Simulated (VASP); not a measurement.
# B8P7C (a cell with a defect) in VASP: single point with PBEsol

Aim: the single point of B8P7C (a cell with a defect) with PBEsol.

Program: VASP 6.6.1. These are calculated values, not measurements. Logs are shortened: lines on timing, memory, paths and dates and some standing lists are left out, and cuts for length are marked.

## Step 1: The cell of the first run

The cell holds a defect, 16 atoms: a = 6.393 Å, b = 6.393 Å, c = 6.393 Å, α = 60.00°, β = 60.00°, γ = 60.00°.

## Step 2: Single point, PBEsol, collinear spin

INCAR

```
ALGO = Normal ; EDIFF = 1E-6
ENCUT = 520 ; GGA = PS
GGA_COMPAT = F ; ISIF = 2
ISMEAR = -1 ; ISPIN = 2
LASPH = T ; LCHARG = F
LORBIT = 11 ; LREAL = F
LWAVE = F ; MAGMOM = 0.25 0.25 0.25 0.25 0.25 0.25 0.25 0.25 0.25 0.25 0.25 0.25 0.25 0.25 0.25 0.25
NBANDS = 50 ; NELECT = 64.0
NELM = 200 ; PREC = Accurate
SIGMA = 0.05
```

KPOINTS

```
Automatic mesh
0
Gamma
  2 2 2
  0.5 0.5 0.5
```

POSCAR

```
B8P7C
1.0
    0.0000000000      4.5201890000      4.5201890000
    4.5201890000      0.0000000000      4.5201890000
    4.5201890000      4.5201890000      0.0000000000
B P C
8 7 1
Direct
    0.0127790000      0.9890330000      0.0026870000
    0.5017460000      0.4855420000      0.5102520000
    0.9928590000      0.0030990000      0.5032400000
    0.5138450000      0.5041030000      0.9891040000
    0.9993780000      0.5064910000      0.9882110000
    0.4900720000      0.0039300000      0.4975310000
    0.5017340000      0.0040970000      0.9988010000
    0.0068280000      0.4909870000      0.4987530000
    0.1351120000      0.1166850000      0.1179070000
    0.1099340000      0.1289970000      0.6266500000
    0.6354510000      0.6231870000      0.1210380000
    0.1198240000      0.6292660000      0.1322940000
    0.6167270000      0.1379630000      0.6116760000
    0.6387530000      0.1138610000      0.1052680000
    0.1344150000      0.6183000000      0.6287830000
    0.6245600000      0.6204510000      0.6430620000
```

Potentials or basis: VASP PAW PBE potentials, release 64 (B, P, C).

On the command line:

```console
$ cat potpaw_PBE.64/B/POTCAR potpaw_PBE.64/P/POTCAR potpaw_PBE.64/C/POTCAR > POTCAR
$ mpirun -np 1 vasp_std > vasp.out
```

OUTCAR:

```text
EDIFF = 1E-6
   ENCUT = 520
   GGA = PS
   ISIF = 2
   ISMEAR = -1
   ISPIN = 2
   LASPH = T
   LORBIT = 11
   LREAL = F
   NELECT = 64.0
   NELM = 200
   PREC = Accurate

 ion  position               nearest neighbor table
   1  0.013  0.989  0.003-  12 1.88   9 1.91  14 1.96  10 1.97
   2  0.502  0.486  0.510-  13 1.82  15 1.92  11 2.03  16 2.04
   3  0.993  0.003  0.503-  10 1.91  13 1.97  15 2.01   9 2.01
   4  0.514  0.504  0.989-  16 1.81  11 1.95  14 2.04  12 2.06
   5  0.999  0.506  0.988-  15 1.88  11 1.90  12 2.02   9 2.03
   6  0.490  0.004  0.498-  13 1.96  10 1.98  16 2.01  14 2.05
[... 8 lines left out ...]
  15  0.134  0.618  0.629-   5 1.88   2 1.92   8 2.01   3 2.01
  16  0.625  0.620  0.643-   4 1.81   8 2.00   6 2.01   2 2.04

  LATTYP: Found a face centered cubic cell.
 ALAT       =     9.0403780000

  Lattice vectors:

 A1 = (   0.0000000000,   4.5201890000,   4.5201890000)
 A2 = (   4.5201890000,   0.0000000000,   4.5201890000)
 A3 = (   4.5201890000,   4.5201890000,   0.0000000000)

Analysis of symmetry for initial positions (statically):
=====================================================================
 Subroutine PRICEL returns:
 Original cell was already a primitive cell.

 Routine SETGRP: Setting up the symmetry group for a
 face centered cubic supercell.

 Subroutine GETGRP returns: Found  1 space group operations
 (whereof  1 operations were pure point group operations)
 out of a pool of 48 trial point group operations.

The static configuration has the point symmetry C_1 .

Analysis of symmetry for dynamics (positions and initial velocities):
=====================================================================
 Subroutine PRICEL returns:
 Original cell was already a primitive cell.

 Routine SETGRP: Setting up the symmetry group for a
 face centered cubic supercell.

 Subroutine GETGRP returns: Found  1 space group operations
 (whereof  1 operations were pure point group operations)
 out of a pool of 48 trial point group operations.

The dynamic configuration has the point symmetry C_1 .

Analysis of structural, dynamic, and magnetic symmetry:
=====================================================================
 Subroutine PRICEL returns:
 Original cell was already a primitive cell.

 Routine SETGRP: Setting up the symmetry group for a
 face centered cubic supercell.

 Subroutine GETGRP returns: Found  1 space group operations
 (whereof  1 operations were pure point group operations)
 out of a pool of 48 trial point group operations.

The overall configuration has the point symmetry C_1 .

 Subroutine INISYM returns: Found  1 space group operations
 (whereof  1 operations are pure point group operations),
 and found     1 'primitive' translations

----------------------------------------------------------------------------------------

                                     Primitive cell

  volume of cell :     184.7140

  direct lattice vectors                    reciprocal lattice vectors
     0.000000000  4.520189000  4.520189000    -0.110614844  0.110614844  0.110614844
     4.520189000  0.000000000  4.520189000     0.110614844 -0.110614844  0.110614844
     4.520189000  4.520189000  0.000000000     0.110614844  0.110614844 -0.110614844

  length of vectors
     6.392512588  6.392512588  6.392512588     0.191590529  0.191590529  0.191590529

  position of ions in fractional coordinates (direct lattice)
     0.012779000  0.989033000  0.002687000
     0.501746000  0.485542000  0.510252000
     0.992859000  0.003099000  0.503240000
     0.513845000  0.504103000  0.989104000
     0.999378000  0.506491000  0.988211000
     0.490072000  0.003930000  0.497531000
[... 8 lines left out ...]
     0.134415000  0.618300000  0.628783000
     0.624560000  0.620451000  0.643062000

  ion indices of the primitive-cell ions
   primitive index   ion index
                 1           1
                 2           2
                 3           3
                 4           4
                 5           5
                 6           6
[... 8 lines left out ...]
                15          15
[... 47 lines left out ...]
   number of dos      NEDOS =    301   number of ions     NIONS =     16
   total plane-waves  NPLWV = 110592
   dimension x,y,z NGX =    48 NGY =   48 NGZ =   48
   dimension x,y,z NGXF=    96 NGYF=   96 NGZF=   96
   ions per type =               8   7   1
   NGX,Y,Z   is equivalent  to a cutoff of  12.48, 12.48, 12.48 a.u.
   NGXF,Y,Z  is equivalent  to a cutoff of  24.97, 24.97, 24.97 a.u.
 SYSTEM =  unknown system
   PREC   = accura    normal or accurate (medium, high low for compatibility)
   ISTART =      0    job   : 0-new  1-cont  2-samecut
   ICHARG =      2    charge: 1-file 2-atom 10-const
   ISPIN  =      2    spin polarized calculation?
   LNONCOLLINEAR =      F non collinear calculations
   LSORBIT =      F    spin-orbit coupling
   LASPH  =      T    aspherical Exc in radial PAW
   ENCUT  =  520.0 eV  38.22 Ry    6.18 a.u.  11.89 11.89 11.89*2*pi/ulx,y,z
   NELM   =    200;   NELMIN=  2; NELMDL= -5     # of ELM steps
   EDIFF  = 0.1E-05   stopping-criterion for ELM
   LREAL  =      F    real-space projection
   EDIFFG = 0.1E-04   stopping-criterion for IOM
   NSW    =      0    number of steps for IOM
   IBRION =     -1    ionic relax: 0-MD 1-quasi-New 2-CG
   NFREE  =      0    steps in history (QN), initial steepest desc. (CG)
   ISIF   =      2    stress and relaxation
   ISYM   =      2    0-nonsym 1-usesym 2-fastsym
   POTIM  = 0.5000    time-step for ionic-motion
   TEBEG  =    0.0;   TEEND  =   0.0 temperature during run
   PSTRESS=    0.0 pullay stress
   NELECT =      64.0000    total number of electrons
   NUPDOWN=      -1.0000    fix difference up-down
   EMIN   =  10.00;   EMAX   =-10.00  energy-range for DOS
   EFERMI =   0.00;   METHOD = LEGACY
   ISMEAR =    -1;   SIGMA  =   0.05  broadening in eV -4-tet -1-fermi 0-gaus
   EFERMI_NEDOS =   21; number of points for ismear=-14 and -15
   IALGO  =     38    algorithm
   IMIX   =      4    mixing-type and parameters
     AMIX     =   0.40;   BMIX     =  1.00
     AMIX_MAG =   1.60;   BMIX_MAG =  1.00
  volume/ion in A,a.u.               =      11.54        77.91
  Fermi-wavevector in a.u.,A,eV,Ry     =   1.149833  2.172870 17.988490  1.322117
  Thomas-Fermi vector in A             =   2.286501
   LORBIT       =     11    0 simple, 1 ext, 2 COOP (PROOUT), +10 PAW based schemes
   GGA     = PS    functional components
   LHFCALC =     F    Hartree Fock is set to
   AEXX    =    0.0000 exact exchange contribution
   IVDW    =     0    specifies the selected vdW correction
   LEPSILON=     F    determine dielectric tensor
   LRPA    =     F    only Hartree local field effects (RPA)
 spin polarized calculation
  energy-cutoff  :      520.00
  volume of cell :      184.71
 maximum number of plane-waves:      4977
   NGX = 23   NGY = 23   NGZ = 23

 number of electron      63.9999999 magnetization      -0.0000233

 number of electron      63.9999999 magnetization       0.0000044

 Free energy of the ion-electron system (eV)
  ---------------------------------------------------
  ext. energy  EPLUGINS =         0.00000000
  ---------------------------------------------------
  free energy    TOTEN  =      -101.56915565 eV

  energy without entropy =     -101.56915424  energy(sigma->0) =     -101.56915494

 E-fermi :   7.6544     XC(G=0): -11.0367

 val. band max:        7.0379727087   @ k =   0.0000   0.2500   0.0000
 cond. band min:       8.2813868500   @ k =   0.0000   0.2500   0.0000
 fundamental gap:      1.2434141412
 Fermi energy:         7.6543814573

 spin component 1

 k-point     1 :       0.2500    0.2500    0.2500
  band No.  band energies     occupation
      1      -8.3672      1.00000
      2      -6.2953      1.00000
      3      -5.3453      1.00000
      4      -5.2865      1.00000
      5      -5.0999      1.00000
      6      -4.3578      1.00000
[... 741 lines left out ...]
     43      12.2319      0.00000
     44      12.3923      0.00000
 Fermi energy:         7.6543814573

 spin component 2

 k-point     1 :       0.2500    0.2500    0.2500
  band No.  band energies     occupation
      1      -8.3672      1.00000
      2      -6.2953      1.00000
      3      -5.3453      1.00000
      4      -5.2865      1.00000
      5      -5.0999      1.00000
      6      -4.3578      1.00000
[... 741 lines left out ...]
     43      12.2319      0.00000
     44      12.3923      0.00000
 [bands above 44 left out]

------------------------ aborting loop because EDIFF is reached ----------------------------------------

  FORCE on cell =-STRESS in cart. coord.  units (eV):
  Direction    XX          YY          ZZ          XY          YZ          ZX
  --------------------------------------------------------------------------------------
  -------------------------------------------------------------------------------------
  Total        3.3653705      3.3212086      4.1288011     -0.8435028      0.9387515      2.1791657
  in kB       29.1906449     28.8075916     35.8125109     -7.3163982      8.1425689     18.9017085
  external PRESSURE =      31.2702491 kB  Pullay stress =       0.0000000 kB

 VOLUME and BASIS-vectors are now :
 -----------------------------------------------------------------------------
  energy-cutoff  :      520.00
  volume of cell :      184.71
      direct lattice vectors                 reciprocal lattice vectors
     0.000000000  4.520189000  4.520189000    -0.110614844  0.110614844  0.110614844
     4.520189000  0.000000000  4.520189000     0.110614844 -0.110614844  0.110614844
     4.520189000  4.520189000  0.000000000     0.110614844  0.110614844 -0.110614844

 POSITION                                       TOTAL-FORCE (eV/Angst)
 -----------------------------------------------------------------------------------
      4.48276      0.06991      4.52838         0.091796     -1.405605     -0.084093
      4.50118      4.57442      4.46273         2.335638      0.171882      3.567418
      2.28875      6.76265      4.50192        -0.977156     -0.286922     -0.194839
      6.74958      6.79361      4.60132        -1.701659     -1.788603      0.459498
      6.75634      8.98428      6.80681         0.306574      1.826196     -0.234205
      2.26670      4.46415      2.23298        -2.017582      1.348697     -1.196997
[... 8 lines left out ...]
      5.63705      3.44980      3.40241        -0.500950     -1.629011      0.148080
      5.71132      5.72989      5.62769        -0.332816     -0.523235      0.198899
 -----------------------------------------------------------------------------------
    total drift:                               -0.000058     -0.000031     -0.000027

  FREE ENERGIE OF THE ION-ELECTRON SYSTEM (eV)
  ---------------------------------------------------
  free  energy   TOTEN  =      -101.5691556518 eV

  energy  without entropy=     -101.5691542377  energy(sigma->0) =     -101.56915494

 total charge

# of ion       s       p       d       tot
------------------------------------------
    1        0.680   1.347   0.000   2.027
    2        0.668   1.252   0.000   1.919
    3        0.667   1.271   0.000   1.937
    4        0.650   1.177   0.000   1.828
    5        0.674   1.302   0.000   1.977
    6        0.648   1.152   0.000   1.799
[... 8 lines left out ...]
   15        0.994   1.602   0.000   2.595
   16        0.824   1.346   0.000   2.170
--------------------------------------------------
tot         13.111  22.612   0.000  35.722

 magnetization (x)

# of ion       s       p       d       tot
------------------------------------------
    1       -0.000  -0.000   0.000  -0.000
    2       -0.000  -0.000   0.000  -0.000
    3       -0.000  -0.000   0.000  -0.000
    4       -0.000   0.000   0.000   0.000
    5       -0.000  -0.000   0.000  -0.000
    6       -0.000  -0.000   0.000  -0.000
[... 8 lines left out ...]
   15       -0.000  -0.000   0.000  -0.000
   16        0.000   0.000   0.000   0.000
--------------------------------------------------
tot         -0.000  -0.000   0.000  -0.000
```

Run time: 5.1 min. Hardware: 1 thread of Intel Xeon Platinum 8488C (Sapphire Rapids), shared host; peak memory 0.52 GiB.

What came out:

```yaml
Free_energy: -101.5692 eV
Largest_force: 4.267 eV/Å
Net_moment: 0.00 μB per cell
Valence_electrons_inside_the_program's_atomic_spheres: B 2.03, 1.92, 1.94, 1.83, 1.98, 1.80, 2.01, 1.89; P 2.58, 2.61, 2.59, 2.60 (each value once); C 2.17
```

Forces on the atoms (eV/Å):
```
B    0.092 -1.406 -0.084
B    2.336  0.172  3.567
B   -0.977 -0.287 -0.195
B   -1.702 -1.789  0.459
B    0.307  1.826 -0.234
B   -2.018  1.349 -1.197
B   -1.902 -0.671 -0.409
B    3.087 -1.478 -1.198
P    1.869 -0.005  0.167
P   -0.917  1.272  0.885
P    0.689 -0.373 -1.025
P   -2.226  0.864 -0.027
P   -1.173  1.583 -1.671
P    3.368  1.096  0.614
P   -0.501 -1.629  0.148
C   -0.333 -0.523  0.199
```

Levels at points of the mesh, in eV from the Fermi level:
Spin up:
| k point | band 29 | band 30 | band 31 | band 32 | band 33 | band 34 | band 35 | band 36 |
| --- | --- | --- | --- | --- | --- | --- | --- | --- |
| (0.25, 0.25, 0.25) | -2.10 | -1.88 | -0.90 | -0.66 | 0.71 | 0.83 | 1.01 | 2.10 |
Spin down:
| k point | band 28 | band 29 | band 30 | band 31 | band 32 | band 33 | band 34 | band 35 | band 36 | band 37 |
| --- | --- | --- | --- | --- | --- | --- | --- | --- | --- | --- |
| (0.25, 0.25, 0.25) | -2.27 | -2.10 | -1.88 | -0.90 | -0.66 | 0.71 | 0.83 | 1.01 | 2.10 | 2.33 |

Caveat: the k points lie up to 0.60 Å⁻¹ apart; the cell carries a net charge on a neutralising background, which shifts energy and pressure; the cell is charged against a uniform background, so pressure and absolute levels hang on convention; the PAW data sets were made with another functional, which shifts forces and pressure a little.
